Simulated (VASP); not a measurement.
# O (Fd-3m) in VASP: notebook

O is run at these levels: LDA; tasks: single point.

All numbers are computed with VASP 6.6.1; they aren't measurements. Logs are shortened: lines on timing, memory, paths and dates and some standing lists are left out, and cuts for length are marked.

## Step 1: The cell of the first run

Symmetry: Fd-3m, No. 227, cubic system. The conventional cell has a = 4.399 Å, b = 4.399 Å, c = 4.399 Å, α = 90.00°, β = 90.00°, γ = 90.00°. O (site symmetry -43m) has 4 O at 1.90 Å within 2.5 Å.

## Step 2: Single point, LDA

INCAR

```
PREC     = Accurate       # precision mode
ENCUT    = 520            # plane-wave cutoff, eV
EDIFF    = 1E-6           # SCF threshold, eV
ISMEAR   = -1             # smearing method
SIGMA    = 0.05           # smearing width, eV
LREAL    = F              # projectors in reciprocal space
LASPH    = T              # aspherical terms in the spheres
NELM     = 60             # most SCF steps
ALGO     = Normal         # electronic algorithm
ISIF     = 2              # what is computed and relaxed
LWAVE    = F              # write WAVECAR
LCHARG   = T              # write CHGCAR
LELF     = T              # ELF
LVHAR    = T            
NBANDS   = 13             # bands
```

KPOINTS

```
regular mesh
0
Gamma
  8 8 8
```

POSCAR

```
O
1.0
    0.0000000000      2.1994236165      2.1994236165
    2.1994236165      0.0000000000      2.1994236165
    2.1994236165      2.1994236165      0.0000000000
O
2
Direct
    0.2500000000      0.2500000000      0.2500000000
    0.0000000000      0.0000000000      0.0000000000
```

Potentials or basis: VASP PAW LDA potentials, release 64 (O).

The run is started by

```sh
$ cat potpaw_LDA.64/O/POTCAR > POTCAR
$ mpirun -np 1 vasp_std > vasp.out
```

OUTCAR:

```text
PREC = Accurate
   ENCUT = 520
   EDIFF = 1E-6
   ISMEAR = -1
   LREAL = F
   LASPH = T
   NELM = 60
   ISIF = 2

 ion  position               nearest neighbor table
   1  0.250  0.250  0.250-   2 1.90   2 1.90   2 1.90   2 1.90
   2  0.000  0.000  0.000-   1 1.90   1 1.90   1 1.90   1 1.90

  LATTYP: Found a face centered cubic cell.
 ALAT       =     4.3988472330

  Lattice vectors:

 A1 = (   0.0000000000,   2.1994236165,   2.1994236165)
 A2 = (   2.1994236165,   0.0000000000,   2.1994236165)
 A3 = (   2.1994236165,   2.1994236165,   0.0000000000)

Analysis of symmetry for initial positions (statically):
=====================================================================
 Subroutine PRICEL returns:
 Original cell was already a primitive cell.

 Routine SETGRP: Setting up the symmetry group for a
 face centered cubic supercell.

 Subroutine GETGRP returns: Found 48 space group operations
 (whereof 24 operations were pure point group operations)
 out of a pool of 48 trial point group operations.

The static configuration has the point symmetry T_d .
 The point group associated with its full space group is O_h .

Analysis of symmetry for dynamics (positions and initial velocities):
=====================================================================
 Subroutine PRICEL returns:
 Original cell was already a primitive cell.

 Routine SETGRP: Setting up the symmetry group for a
 face centered cubic supercell.

 Subroutine GETGRP returns: Found 48 space group operations
 (whereof 24 operations were pure point group operations)
 out of a pool of 48 trial point group operations.

The dynamic configuration has the point symmetry T_d .
 The point group associated with its full space group is O_h .

 Subroutine INISYM returns: Found 48 space group operations
 (whereof 24 operations are pure point group operations),
 and found     1 'primitive' translations

----------------------------------------------------------------------------------------

                                     Primitive cell

  volume of cell :      21.2793

  direct lattice vectors                    reciprocal lattice vectors
     0.000000000  2.199423616  2.199423616    -0.227332287  0.227332287  0.227332287
     2.199423616  0.000000000  2.199423616     0.227332287 -0.227332287  0.227332287
     2.199423616  2.199423616  0.000000000     0.227332287  0.227332287 -0.227332287

  length of vectors
     3.110454708  3.110454708  3.110454708     0.393751071  0.393751071  0.393751071

  position of ions in fractional coordinates (direct lattice)
     0.250000000  0.250000000  0.250000000
     0.000000000  0.000000000  0.000000000

  ion indices of the primitive-cell ions
   primitive index   ion index
                 1           1
                 2           2

----------------------------------------------------------------------------------------

 KPOINTS: regular mesh

Automatic generation of k-mesh.
 Grid dimensions read from file:
 generate k-points for:    8    8    8

 Generating k-lattice:

  Cartesian coordinates                     Fractional coordinates (reciprocal lattice)
    -0.028416536  0.028416536  0.028416536     0.125000000  0.000000000  0.000000000
     0.028416536 -0.028416536  0.028416536     0.000000000  0.125000000  0.000000000
     0.028416536  0.028416536 -0.028416536     0.000000000  0.000000000  0.125000000

  Length of vectors
     0.049218884  0.049218884  0.049218884

  Shift w.r.t. Gamma in fractional coordinates (k-lattice)
     0.000000000  0.000000000  0.000000000

 Subroutine IBZKPT returns following result:
 ===========================================

 Found     29 irreducible k-points:

 Following reciprocal coordinates:
            Coordinates               Weight
  0.000000  0.000000  0.000000      1.000000
  0.125000  0.000000  0.000000      8.000000
  0.250000  0.000000  0.000000      8.000000
  0.375000  0.000000  0.000000      8.000000
  0.500000  0.000000  0.000000      4.000000
  0.125000  0.125000  0.000000      6.000000
[... 16 lines left out ...]
  0.500000  0.250000  0.125000     48.000000
 -0.375000  0.250000  0.125000     24.000000
 [... further k-points ...]
   k-points           NKPTS =     29   k-points in BZ     NKDIM =     29   number of bands    NBANDS=     13
   number of dos      NEDOS =    301   number of ions     NIONS =      2
   total plane-waves  NPLWV =  13824
   dimension x,y,z NGX =    24 NGY =   24 NGZ =   24
   dimension x,y,z NGXF=    48 NGYF=   48 NGZF=   48
   ions per type =               2
   NGX,Y,Z   is equivalent  to a cutoff of  12.83, 12.83, 12.83 a.u.
   NGXF,Y,Z  is equivalent  to a cutoff of  25.65, 25.65, 25.65 a.u.
 SYSTEM =  unknown system
   PREC   = accura    normal or accurate (medium, high low for compatibility)
   ISTART =      0    job   : 0-new  1-cont  2-samecut
   ICHARG =      2    charge: 1-file 2-atom 10-const
   ISPIN  =      1    spin polarized calculation?
   LNONCOLLINEAR =      F non collinear calculations
   LSORBIT =      F    spin-orbit coupling
   LASPH  =      T    aspherical Exc in radial PAW
   ENCUT  =  520.0 eV  38.22 Ry    6.18 a.u.   5.78  5.78  5.78*2*pi/ulx,y,z
   NELM   =     60;   NELMIN=  2; NELMDL= -5     # of ELM steps
   EDIFF  = 0.1E-05   stopping-criterion for ELM
   LREAL  =      F    real-space projection
   EDIFFG = 0.1E-04   stopping-criterion for IOM
   NSW    =      0    number of steps for IOM
   IBRION =     -1    ionic relax: 0-MD 1-quasi-New 2-CG
   NFREE  =      0    steps in history (QN), initial steepest desc. (CG)
   ISIF   =      2    stress and relaxation
   ISYM   =      2    0-nonsym 1-usesym 2-fastsym
   POTIM  = 0.5000    time-step for ionic-motion
   TEBEG  =    0.0;   TEEND  =   0.0 temperature during run
   PSTRESS=    0.0 pullay stress
   NELECT =      12.0000    total number of electrons
   NUPDOWN=      -1.0000    fix difference up-down
   EMIN   =  10.00;   EMAX   =-10.00  energy-range for DOS
   EFERMI =   0.00;   METHOD = LEGACY
   ISMEAR =    -1;   SIGMA  =   0.05  broadening in eV -4-tet -1-fermi 0-gaus
   EFERMI_NEDOS =   21; number of points for ismear=-14 and -15
   IALGO  =     38    algorithm
   IMIX   =      4    mixing-type and parameters
     AMIX     =   0.40;   BMIX     =  1.00
     AMIX_MAG =   1.60;   BMIX_MAG =  1.00
  volume/ion in A,a.u.               =      10.64        71.80
  Fermi-wavevector in a.u.,A,eV,Ry     =   1.352539  2.555928 24.889966  1.829361
  Thomas-Fermi vector in A             =   2.479869
   LORBIT       =      0    0 simple, 1 ext, 2 COOP (PROOUT), +10 PAW based schemes
   GGA     = CA    functional components
   LHFCALC =     F    Hartree Fock is set to
   AEXX    =    0.0000 exact exchange contribution
   IVDW    =     0    specifies the selected vdW correction
   LEPSILON=     F    determine dielectric tensor
   LRPA    =     F    only Hartree local field effects (RPA)
 non-spin polarized calculation
  energy-cutoff  :      520.00
  volume of cell :       21.28
 maximum number of plane-waves:       588
   NGX = 11   NGY = 11   NGZ = 11

 number of electron      11.9999994 magnetization

 Free energy of the ion-electron system (eV)
  ---------------------------------------------------
  ext. energy  EPLUGINS =         0.00000000
  ---------------------------------------------------
  free energy    TOTEN  =        -7.50021265 eV

  energy without entropy =       -7.48867807  energy(sigma->0) =       -7.49444536

 E-fermi :   0.1692     XC(G=0): -10.6773

 val. band max:        0.1114539151   @ k =   0.2500   0.0000   0.0000
 cond. band min:       0.2075175435   @ k =   0.5000   0.1250   0.0000
 fundamental gap:      0.0960636285
 Fermi energy:         0.1692144479

 k-point     1 :       0.0000    0.0000    0.0000
  band No.  band energies     occupation
      1     -21.0091      2.00000
      2     -12.9437      2.00000
      3      -3.6340      2.00000
      4      -3.6340      2.00000
      5      -3.6340      2.00000
      6      -0.5076      2.00000
      7      -0.5076      2.00000
      8      -0.5076      2.00000
      9       9.5283      0.00000
     10      23.2902      0.00000
     11      23.2902      0.00000
     12      23.2902      0.00000
     13      23.9463      0.00000

 k-point     2 :       0.1250    0.0000    0.0000
  band No.  band energies     occupation
      1     -20.8256      2.00000
      2     -13.2930      2.00000
      3      -3.8128      2.00000
      4      -3.8128      2.00000
      5      -3.7981      2.00000
      6      -0.3267      1.99990
      7      -0.3023      1.99984
      8      -0.3023      1.99984
      9      10.0149      0.00000
     10      21.4466      0.00000
     11      21.6064      0.00000
     12      21.6064      0.00000
     13      26.2475      0.00000

 k-point     3 :       0.2500    0.0000    0.0000
  band No.  band energies     occupation
      1     -20.3128      2.00000
      2     -14.1780      2.00000
      3      -4.2575      2.00000
      4      -4.1705      2.00000
      5      -4.1705      2.00000
      6       0.1115      1.52093
      7       0.1115      1.52092
      8       0.2697      0.23631
      9      11.1132      0.00000
     10      18.9529      0.00000
     11      20.4341      0.00000
     12      20.4341      0.00000
     13      26.8353      0.00000
[... 305 lines left out ...]
 k-point    23 :       0.5000    0.2500    0.1250
  band No.  band energies     occupation
      1     -19.1749      2.00000
      2     -15.7444      2.00000
      3      -5.9501      2.00000
      4      -4.9409      2.00000
      5      -2.8268      2.00000
      6      -0.3595      1.99995
      7       0.9996      0.00000
      8       1.3711      0.00000
      9      12.4731      0.00000
     10      15.0812      0.00000
     11      20.4040      0.00000
     12      21.5672      0.00000
     13      27.6907      0.00000

 k-point    24 :      -0.3750    0.2500    0.1250
  band No.  band energies     occupation
      1     -18.7645      2.00000
      2     -16.2420      2.00000
      3      -6.1722      2.00000
      4      -5.0640      2.00000
      5      -2.8147      2.00000
      6      -0.1158      1.99334
      7       1.0686      0.00000
      8       1.5194      0.00000
      9      12.8013      0.00000
     10      14.6032      0.00000
     11      20.4293      0.00000
     12      21.0358      0.00000
     13      28.3566      0.00000

 [... further k-points ...]
[... 5 lines left out ...]
  --------------------------------------------------------------------------------------
  -------------------------------------------------------------------------------------
  Total       -1.2581346     -1.2581346     -1.2581346     -0.0000000     -0.0000000      0.0000000
  in kB      -94.7285798    -94.7285798    -94.7285798     -0.0000000     -0.0000000      0.0000000
  external PRESSURE =     -94.7285798 kB  Pullay stress =       0.0000000 kB

 VOLUME and BASIS-vectors are now :
 -----------------------------------------------------------------------------
  energy-cutoff  :      520.00
  volume of cell :       21.28
      direct lattice vectors                 reciprocal lattice vectors
     0.000000000  2.199423616  2.199423616    -0.227332287  0.227332287  0.227332287
     2.199423616  0.000000000  2.199423616     0.227332287 -0.227332287  0.227332287
     2.199423616  2.199423616  0.000000000     0.227332287  0.227332287 -0.227332287

 POSITION                                       TOTAL-FORCE (eV/Angst)
 -----------------------------------------------------------------------------------
      1.09971      1.09971      1.09971        -0.000000     -0.000000     -0.000000
      0.00000      0.00000      0.00000         0.000000      0.000000      0.000000
 -----------------------------------------------------------------------------------
    total drift:                               -0.000000      0.000000      0.000000

  FREE ENERGIE OF THE ION-ELECTRON SYSTEM (eV)
  ---------------------------------------------------
  free  energy   TOTEN  =        -7.5002126500 eV

  energy  without entropy=       -7.4886780733  energy(sigma->0) =       -7.49444536
```

Run time: 3.5 s. Hardware: 1 thread of Intel Xeon 6975P-C (Granite Rapids), shared host; peak memory 0.11 GiB.

Results:

| Item | Value |
| --- | --- |
| Free energy | -7.5002 eV |
| Pressure | -9.5 GPa |
| Band gap on the k mesh | zero (band 6 reaches 0.57 eV, above the bottom of band 7 at -0.51 eV) |

## Step 3: Single point, LDA

This run uses another cell than the first one, of 10.84 Å³/atom, 1.019 times its volume.

INCAR

```
SYSTEM = O
  PREC = Accurate
  ENCUT = 520
  EDIFF = 1E-7
  ISMEAR = -1
  SIGMA = 0.05
  LREAL = .False.
  LASPH = .True.
  NELM = 60
  ALGO = Normal
  ISIF = 2
  LWAVE = .False.
  LCHARG = .False.
  NBANDS = 13
```

KPOINTS

```
regular mesh
0
Gamma
  8 8 8
  0 0 0
```

POSCAR

```
O
1.0
    0.0000000000      2.2134330619      2.2134330619
    2.2134330619      0.0000000000      2.2134330619
    2.2134330619      2.2134330619      0.0000000000
O
2
Direct
    0.2500000000      0.2500000000      0.2500000000
    0.0000000000      0.0000000000      0.0000000000
```

Potentials or basis: VASP PAW LDA potentials, release 64 (O).

The run is started by

```sh
$ cat potpaw_LDA.64/O/POTCAR > POTCAR
$ mpirun -np 1 vasp_std > vasp.out
```

It took 2.4 s on 1 thread of Intel Xeon 6975P-C (Granite Rapids), shared host; peak memory 0.12 GiB.

It converged, with:

- Free energy: -7.4742 eV
- Pressure: -11.5 GPa
- Band gap on the k mesh: zero (band 6 reaches 0.36 eV, above the bottom of band 7 at -0.69 eV)

Levels at points of the mesh, in eV from the Fermi level:
| k point | band 2 | band 3 | band 4 | band 5 | band 6 | band 7 | band 8 | band 9 | band 10 | band 11 |
| --- | --- | --- | --- | --- | --- | --- | --- | --- | --- | --- |
| (0.00, 0.00, 0.00) | -13.18 | -3.72 | -3.72 | -3.72 | -0.65 | -0.65 | -0.65 | 9.31 | 23.01 | 23.01 |
| (0.50, 0.00, 0.00) | -15.85 | -4.99 | -4.63 | -4.63 | 0.40 | 0.40 | 1.10 | 12.77 | 15.41 | 19.58 |
| (0.50, 0.50, 0.00) | -17.62 | -5.70 | -5.70 | -2.16 | -2.16 | 1.65 | 1.65 | 12.85 | 12.85 | 22.77 |
